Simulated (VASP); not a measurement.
# P in VASP: notebook

Runs on P. Level: PBEsol. Tasks: single point.

Everything below comes from runs of VASP 6.6.1. Logs are shortened: lines on timing, memory, paths and dates and some standing lists are left out, and cuts for length are marked.

## Step 1: The cell of the first run

The cell holds a slab with vacuum, 4 atoms: a = 3.284 Å, b = 34.857 Å, c = 4.632 Å, α = 90.00°, β = 90.00°, γ = 90.00°.

## Step 2: Single point, PBEsol (mode 7 (349.0 1/cm) frozen in, largest displacement +0.060 Å)

File INCAR:

```
SYSTEM = P
PREC = Accurate ; ENCUT = 520
EDIFF = 1E-6 ; ISMEAR = 0
SIGMA = 0.05 ; LREAL = .FALSE.
LASPH = .TRUE. ; NELM = 80
ALGO = Normal ; ISIF = 2
LWAVE = .FALSE. ; LCHARG = .FALSE.
GGA = PS ; NBANDS = 18
```

File KPOINTS:

```
Automatic mesh
0
G
  8 1 6
  0 0 0
```

File POSCAR:

```
P
1.0
    3.2837277200      0.0000000000      0.0000000000
    0.0000000000     34.8570309900      0.0000000000
    0.0000000000      0.0000000000      4.6320847100
P
4
Direct
    0.0000000000      0.9686895641      0.5868714795
    0.0000000000      0.0313104359      0.4131285205
    0.5000000000      0.0313104359      0.0868714795
    0.5000000000      0.9686895641      0.9131285205
```

Potentials or basis: VASP PAW PBE potentials, release 64 (P).

On the command line:

```
$ cat potpaw_PBE.64/P/POTCAR > POTCAR
$ mpirun -np 1 vasp_std > vasp.out
```

OUTCAR:

```text
SYSTEM = P
   PREC = Accurate
   ENCUT = 520
   EDIFF = 1E-6
   ISMEAR = 0
   LREAL = .FALSE.
   LASPH = .TRUE.
   NELM = 80
   ISIF = 2
   GGA = PS

 ion  position               nearest neighbor table
   1  0.000  0.969  0.587-   4 2.23   4 2.23   2 2.33
   2  0.000  0.031  0.413-   3 2.23   3 2.23   1 2.33
   3  0.500  0.031  0.087-   2 2.23   2 2.23   4 2.33
   4  0.500  0.969  0.913-   1 2.23   1 2.23   3 2.33

  LATTYP: Found a simple orthorhombic cell.
 ALAT       =     3.2837277200
 B/A-ratio  =     1.4106177811
 C/A-ratio  =    10.6150795566

  Lattice vectors:

 A1 = (  -3.2837277200,   0.0000000000,   0.0000000000)
 A2 = (   0.0000000000,   0.0000000000,   4.6320847100)
 A3 = (   0.0000000000,  34.8570309900,   0.0000000000)

Analysis of symmetry for initial positions (statically):
=====================================================================
 Subroutine PRICEL returns:
 Original cell was already a primitive cell.

 Routine SETGRP: Setting up the symmetry group for a
 simple orthorhombic supercell.

 Subroutine GETGRP returns: Found  8 space group operations
 (whereof  4 operations were pure point group operations)
 out of a pool of  8 trial point group operations.

The static configuration has the point symmetry C_2h.
 The point group associated with its full space group is D_2h.

Analysis of symmetry for dynamics (positions and initial velocities):
=====================================================================
 Subroutine PRICEL returns:
 Original cell was already a primitive cell.

 Routine SETGRP: Setting up the symmetry group for a
 simple orthorhombic supercell.

 Subroutine GETGRP returns: Found  8 space group operations
 (whereof  4 operations were pure point group operations)
 out of a pool of  8 trial point group operations.

The dynamic configuration has the point symmetry C_2h.
 The point group associated with its full space group is D_2h.

 Subroutine INISYM returns: Found  8 space group operations
 (whereof  4 operations are pure point group operations),
 and found     1 'primitive' translations

----------------------------------------------------------------------------------------

                                     Primitive cell

[... 85 lines left out ...]
   LSORBIT =      F    spin-orbit coupling
   LASPH  =      T    aspherical Exc in radial PAW
   ENCUT  =  520.0 eV  38.22 Ry    6.18 a.u.   6.11 64.81  8.61*2*pi/ulx,y,z
   NELM   =     80;   NELMIN=  2; NELMDL= -5     # of ELM steps
   EDIFF  = 0.1E-05   stopping-criterion for ELM
   LREAL  =      F    real-space projection
   EDIFFG = 0.1E-04   stopping-criterion for IOM
   NSW    =      0    number of steps for IOM
   IBRION =     -1    ionic relax: 0-MD 1-quasi-New 2-CG
   NFREE  =      0    steps in history (QN), initial steepest desc. (CG)
   ISIF   =      2    stress and relaxation
   ISYM   =      2    0-nonsym 1-usesym 2-fastsym
   POTIM  = 0.5000    time-step for ionic-motion
   TEBEG  =    0.0;   TEEND  =   0.0 temperature during run
   PSTRESS=    0.0 pullay stress
   NELECT =      20.0000    total number of electrons
   NUPDOWN=      -1.0000    fix difference up-down
   EMIN   =  10.00;   EMAX   =-10.00  energy-range for DOS
   EFERMI =   0.00;   METHOD = LEGACY
   ISMEAR =     0;   SIGMA  =   0.05  broadening in eV -4-tet -1-fermi 0-gaus
   EFERMI_NEDOS =   21; number of points for ismear=-14 and -15
   IALGO  =     38    algorithm
   IMIX   =      4    mixing-type and parameters
     AMIX     =   0.40;   BMIX     =  1.00
     AMIX_MAG =   1.60;   BMIX_MAG =  1.00
  volume/ion in A,a.u.               =     132.55       894.48
  Fermi-wavevector in a.u.,A,eV,Ry     =   0.549044  1.037542  4.101461  0.301449
  Thomas-Fermi vector in A             =   1.580001
   LORBIT       =      0    0 simple, 1 ext, 2 COOP (PROOUT), +10 PAW based schemes
   GGA     = PS    functional components
   LHFCALC =     F    Hartree Fock is set to
   AEXX    =    0.0000 exact exchange contribution
   IVDW    =     0    specifies the selected vdW correction
   LEPSILON=     F    determine dielectric tensor
   LRPA    =     F    only Hartree local field effects (RPA)
 non-spin polarized calculation
 Gauss-broadening in eV      SIGMA  =   0.05
  energy-cutoff  :      520.00
  volume of cell :      530.19
 maximum number of plane-waves:     14344
   NGX = 13   NGY =129   NGZ = 17

 number of electron      20.0000002 magnetization

 Free energy of the ion-electron system (eV)
  ---------------------------------------------------
  ext. energy  EPLUGINS =         0.00000000
  ---------------------------------------------------
  free energy    TOTEN  =       -22.75480224 eV

  energy without entropy =      -22.75480224  energy(sigma->0) =      -22.75480224

 E-fermi :  -3.2047     XC(G=0):  -1.7854

 val. band max:       -3.4398561252   @ k =   0.0000   0.0000   0.0000
 cond. band min:      -2.8733704645   @ k =   0.0000   0.0000   0.0000
 fundamental gap:      0.5664856607
 Fermi energy:        -3.2047231796

 k-point     1 :       0.0000    0.0000    0.0000
  band No.  band energies     occupation
      1     -18.1454      2.00000
      2     -15.9213      2.00000
      3     -12.2692      2.00000
      4      -9.0187      2.00000
      5      -8.2991      2.00000
      6      -7.8394      2.00000
[... 397 lines left out ...]
      5      -8.2516      2.00000
      6      -8.2516      2.00000
[... 10 lines left out ...]
     17       2.7815      0.00000
     18       2.7815      0.00000

------------------------ aborting loop because EDIFF is reached ----------------------------------------

  FORCE on cell =-STRESS in cart. coord.  units (eV):
  Direction    XX          YY          ZZ          XY          YZ          ZX
  --------------------------------------------------------------------------------------
  -------------------------------------------------------------------------------------
  Total       -1.2094002     -2.6849005     -2.0632754      0.0000000     -0.0000000      0.0000000
  in kB       -3.6546569     -8.1134350     -6.2349612      0.0000000     -0.0000000      0.0000000
  external PRESSURE =      -6.0010177 kB  Pullay stress =       0.0000000 kB

 VOLUME and BASIS-vectors are now :
 -----------------------------------------------------------------------------
  energy-cutoff  :      520.00
  volume of cell :      530.19
      direct lattice vectors                 reciprocal lattice vectors
     3.283727720  0.000000000  0.000000000     0.304531948  0.000000000  0.000000000
     0.000000000 34.857030990  0.000000000     0.000000000  0.028688617  0.000000000
     0.000000000  0.000000000  4.632084710     0.000000000  0.000000000  0.215885516

 POSITION                                       TOTAL-FORCE (eV/Angst)
 -----------------------------------------------------------------------------------
      0.00000     33.76564      2.71844         0.000000      0.611891      0.146932
      0.00000      1.09139      1.91365        -0.000000     -0.611891     -0.146932
      1.64186      1.09139      0.40240         0.000000     -0.611891      0.146932
      1.64186     33.76564      4.22969         0.000000      0.611891     -0.146932
 -----------------------------------------------------------------------------------
    total drift:                               -0.000000      0.000000     -0.000000

  FREE ENERGIE OF THE ION-ELECTRON SYSTEM (eV)
  ---------------------------------------------------
  free  energy   TOTEN  =       -22.7548022356 eV

  energy  without entropy=      -22.7548022356  energy(sigma->0) =      -22.75480224
```

OSZICAR:

```text
N       E                     dE             d eps       ncg     rms          rms(c)
DAV:   1     0.134026065852E+03    0.13403E+03   -0.55668E+03   720   0.726E+02
DAV:   2    -0.448984397377E+01   -0.13852E+03   -0.12864E+03  1186   0.128E+02
DAV:   3    -0.225691551988E+02   -0.18079E+02   -0.18001E+02   994   0.559E+01
DAV:   4    -0.229603895984E+02   -0.39123E+00   -0.39001E+00  1004   0.107E+01
[... 15 lines left out ...]
DAV:  20    -0.227547972030E+02   -0.11835E-04   -0.35085E-07   688   0.216E-03    0.391E-03
DAV:  21    -0.227547987973E+02   -0.15943E-05   -0.33921E-08   730   0.995E-04    0.410E-04
DAV:  22    -0.227548004687E+02   -0.16713E-05   -0.26873E-08   638   0.616E-04    0.964E-04
DAV:  23    -0.227548019814E+02   -0.15128E-05   -0.30883E-08   690   0.513E-04    0.695E-04
DAV:  24    -0.227548022356E+02   -0.25412E-06   -0.18240E-09   620   0.176E-04
   1 F= -.22754802E+02 E0= -.22754802E+02  d E =-.146137E-12
```

stdout:

```text
POSCAR found type information on POSCAR P
 POSCAR found :  1 types and       4 ions
 scaLAPACK will be used
 -----------------------------------------------------------------------------
|                                                                             |
|                                                                             |
|     You enforced a specific xc type in the INCAR file but a different       |
|     I HOPE YOU KNOW WHAT YOU ARE DOING!                                     |
|                                                                             |
 -----------------------------------------------------------------------------

 LDA part: xc-table for (Slater+PW92), standard interpolation
 POSCAR, INCAR and KPOINTS ok, starting setup
 FFT: planning ... GRIDC
 FFT: planning ... GRID_SOFT
 FFT: planning ... GRID
 WAVECAR not read
 entering main loop
```

Wall time 11 min (1 thread of AMD EPYC 7R13, shared host); peak memory 0.53 GiB.

Results:

* Free energy: -22.7548 eV
* Largest force: 0.629 eV/Å
* Band gap on the k mesh: 0.57 eV, direct

Forces on the atoms (eV/Å):
```
P    0.000  0.612  0.147
P    0.000 -0.612 -0.147
P    0.000 -0.612  0.147
P    0.000  0.612 -0.147
```

Levels at points of the mesh, in eV from the valence-band top:
```
           k point  band 8  band 9  band 10  band 11  band 12  band 13
(0.00, 0.00, 0.00)   -1.81   -1.57     0.00     0.57     1.82     2.83
(0.50, 0.00, 0.00)   -2.64   -1.94    -1.94     1.12     1.12     2.02
(0.00, 0.00, 0.50)   -2.25   -1.07    -1.07     2.17     2.17     3.34
(0.50, 0.00, 0.50)   -4.55   -1.19    -1.19     2.20     2.20     3.93
```

Caveat: the cell differs from its parent crystal (mode 7 (349.0 1/cm) frozen in, largest displacement +0.060 Å); the PAW data sets were made with another functional, which shifts forces and pressure a little.

## Step 3: Single point, PBEsol (mode 7 (349.0 1/cm) frozen in, largest displacement -0.030 Å)

File INCAR:

```
PREC = Accurate ; ENCUT = 520
EDIFF = 1E-6 ; ISMEAR = 0
SIGMA = 0.05 ; LREAL = False
LASPH = True ; NELM = 80
ALGO = Normal ; ISIF = 2
LWAVE = False ; LCHARG = True
GGA = PS ; LELF = True
LVHAR = True ; NBANDS = 18
```

File KPOINTS:

```
regular mesh
0
Gamma
  8 1 6
```

File POSCAR:

```
P
1.0
    3.2837277200      0.0000000000      0.0000000000
    0.0000000000     34.8570309900      0.0000000000
    0.0000000000      0.0000000000      4.6320847100
P
4
Direct
    0.0000000000      0.9710473629      0.5947903403
    0.0000000000      0.0289526371      0.4052096597
    0.5000000000      0.0289526371      0.0947903403
    0.5000000000      0.9710473629      0.9052096597
```

Potentials or basis: VASP PAW PBE potentials, release 64 (P).

On the command line:

```
$ cat potpaw_PBE.64/P/POTCAR > POTCAR
$ mpirun -np 1 vasp_std > vasp.out
```

OUTCAR:

```text
PREC = Accurate
   ENCUT = 520
   EDIFF = 1E-6
   ISMEAR = 0
   LREAL = False
   LASPH = True
   NELM = 80
   ISIF = 2
   GGA = PS

 ion  position               nearest neighbor table
   1  0.000  0.971  0.595-   4 2.18   4 2.18   2 2.20
   2  0.000  0.029  0.405-   3 2.18   3 2.18   1 2.20
   3  0.500  0.029  0.095-   2 2.18   2 2.18   4 2.20
   4  0.500  0.971  0.905-   1 2.18   1 2.18   3 2.20

  LATTYP: Found a simple orthorhombic cell.
 ALAT       =     3.2837277200
 B/A-ratio  =     1.4106177811
 C/A-ratio  =    10.6150795566

  Lattice vectors:

 A1 = (  -3.2837277200,   0.0000000000,   0.0000000000)
 A2 = (   0.0000000000,   0.0000000000,   4.6320847100)
 A3 = (   0.0000000000,  34.8570309900,   0.0000000000)

Analysis of symmetry for initial positions (statically):
=====================================================================
 Subroutine PRICEL returns:
 Original cell was already a primitive cell.

 Routine SETGRP: Setting up the symmetry group for a
 simple orthorhombic supercell.

 Subroutine GETGRP returns: Found  8 space group operations
 (whereof  4 operations were pure point group operations)
 out of a pool of  8 trial point group operations.

The static configuration has the point symmetry C_2h.
 The point group associated with its full space group is D_2h.

Analysis of symmetry for dynamics (positions and initial velocities):
=====================================================================
 Subroutine PRICEL returns:
 Original cell was already a primitive cell.

 Routine SETGRP: Setting up the symmetry group for a
 simple orthorhombic supercell.

 Subroutine GETGRP returns: Found  8 space group operations
 (whereof  4 operations were pure point group operations)
 out of a pool of  8 trial point group operations.

The dynamic configuration has the point symmetry C_2h.
 The point group associated with its full space group is D_2h.

 Subroutine INISYM returns: Found  8 space group operations
[... 116 lines left out ...]
     AMIX_MAG =   1.60;   BMIX_MAG =  1.00
  volume/ion in A,a.u.               =     132.55       894.48
  Fermi-wavevector in a.u.,A,eV,Ry     =   0.549044  1.037542  4.101461  0.301449
  Thomas-Fermi vector in A             =   1.580001
   LORBIT       =      0    0 simple, 1 ext, 2 COOP (PROOUT), +10 PAW based schemes
   GGA     = PS    functional components
   LHFCALC =     F    Hartree Fock is set to
   AEXX    =    0.0000 exact exchange contribution
   IVDW    =     0    specifies the selected vdW correction
   LEPSILON=     F    determine dielectric tensor
   LRPA    =     F    only Hartree local field effects (RPA)
 non-spin polarized calculation
 Gauss-broadening in eV      SIGMA  =   0.05
  energy-cutoff  :      520.00
  volume of cell :      530.19
 maximum number of plane-waves:     14344
   NGX = 13   NGY =129   NGZ = 17

 number of electron      19.9999999 magnetization

 Free energy of the ion-electron system (eV)
  ---------------------------------------------------
  ext. energy  EPLUGINS =         0.00000000
  ---------------------------------------------------
  free energy    TOTEN  =       -22.77192469 eV

  energy without entropy =      -22.77192469  energy(sigma->0) =      -22.77192469

 E-fermi :  -3.2327     XC(G=0):  -1.7531

 val. band max:       -3.4619875705   @ k =   0.0000   0.0000   0.0000
 cond. band min:      -2.3879022741   @ k =   0.0000   0.0000   0.0000
 fundamental gap:      1.0740852964
 Fermi energy:        -3.2327065008

 k-point     1 :       0.0000    0.0000    0.0000
  band No.  band energies     occupation
      1     -18.8484      2.00000
      2     -16.2111      2.00000
      3     -12.9822      2.00000
      4      -9.3913      2.00000
      5      -8.2262      2.00000
      6      -8.0163      2.00000
[... 397 lines left out ...]
      5      -8.6822      2.00000
      6      -8.6822      2.00000
[... 10 lines left out ...]
     17       3.1815      0.00000
     18       3.1815      0.00000

------------------------ aborting loop because EDIFF is reached ----------------------------------------

  FORCE on cell =-STRESS in cart. coord.  units (eV):
  Direction    XX          YY          ZZ          XY          YZ          ZX
  --------------------------------------------------------------------------------------
  -------------------------------------------------------------------------------------
  Total       -0.0133535      1.8044830      0.9093634      0.0000000      0.0000000      0.0000000
  in kB       -0.0403525      5.4529230      2.7479830      0.0000000      0.0000000      0.0000000
  external PRESSURE =       2.7201845 kB  Pullay stress =       0.0000000 kB

 VOLUME and BASIS-vectors are now :
 -----------------------------------------------------------------------------
  energy-cutoff  :      520.00
  volume of cell :      530.19
      direct lattice vectors                 reciprocal lattice vectors
     3.283727720  0.000000000  0.000000000     0.304531948  0.000000000  0.000000000
     0.000000000 34.857030990  0.000000000     0.000000000  0.028688617  0.000000000
     0.000000000  0.000000000  4.632084710     0.000000000  0.000000000  0.215885516

 POSITION                                       TOTAL-FORCE (eV/Angst)
 -----------------------------------------------------------------------------------
      0.00000     33.84783      2.75512         0.000000     -0.450949     -0.405421
      0.00000      1.00920      1.87697         0.000000      0.450949      0.405421
      1.64186      1.00920      0.43908         0.000000      0.450949     -0.405421
      1.64186     33.84783      4.19301        -0.000000     -0.450949      0.405421
 -----------------------------------------------------------------------------------
    total drift:                               -0.000000      0.000000     -0.000000

  FREE ENERGIE OF THE ION-ELECTRON SYSTEM (eV)
  ---------------------------------------------------
  free  energy   TOTEN  =       -22.7719246925 eV

  energy  without entropy=      -22.7719246925  energy(sigma->0) =      -22.77192469
```

stdout:

```text
POSCAR found type information on POSCAR P
 POSCAR found :  1 types and       4 ions
 scaLAPACK will be used
 -----------------------------------------------------------------------------
|                                                                             |
|                                                                             |
|     You enforced a specific xc type in the INCAR file but a different       |
|     I HOPE YOU KNOW WHAT YOU ARE DOING!                                     |
|                                                                             |
 -----------------------------------------------------------------------------

 LDA part: xc-table for (Slater+PW92), standard interpolation
 POSCAR, INCAR and KPOINTS ok, starting setup
 FFT: planning ... GRIDC
 FFT: planning ... GRID_SOFT
 FFT: planning ... GRID
 WAVECAR not read
 entering main loop
```

It took 11 min on 1 thread of AMD EPYC 7R13, shared host; peak memory 0.53 GiB.

Results:

```
Free energy            : -22.7719 eV
Largest force          : 0.606 eV/Å
Band gap on the k mesh : 1.07 eV, direct
```

Forces in eV/Å, atoms in the order of the input:
```
P    0.000 -0.451 -0.405
P    0.000  0.451  0.405
P    0.000  0.451 -0.405
P    0.000 -0.451  0.405
```

Levels at points of the mesh, in eV from the valence-band top:
| k point | band 6 | band 7 | band 8 | band 9 | band 10 | band 11 | band 12 | band 13 | band 14 | band 15 |
| --- | --- | --- | --- | --- | --- | --- | --- | --- | --- | --- |
| (0.00, 0.00, 0.00) | -4.55 | -3.72 | -2.02 | -1.59 | 0.00 | 1.07 | 1.30 | 2.46 | 3.14 | 4.41 |
| (0.50, 0.00, 0.00) | -5.36 | -2.85 | -2.85 | -2.05 | -2.05 | 1.16 | 1.16 | 2.28 | 2.28 | 3.98 |
| (0.00, 0.00, 0.50) | -2.90 | -2.90 | -2.90 | -1.58 | -1.58 | 1.93 | 1.93 | 3.70 | 3.70 | 3.90 |
| (0.50, 0.00, 0.50) | -5.22 | -4.64 | -4.64 | -1.03 | -1.03 | 2.35 | 2.35 | 3.65 | 3.65 | 5.07 |

Caveat: the cell differs from its parent crystal (mode 7 (349.0 1/cm) frozen in, largest displacement -0.030 Å); the PAW data sets were made with another functional, which shifts forces and pressure a little.
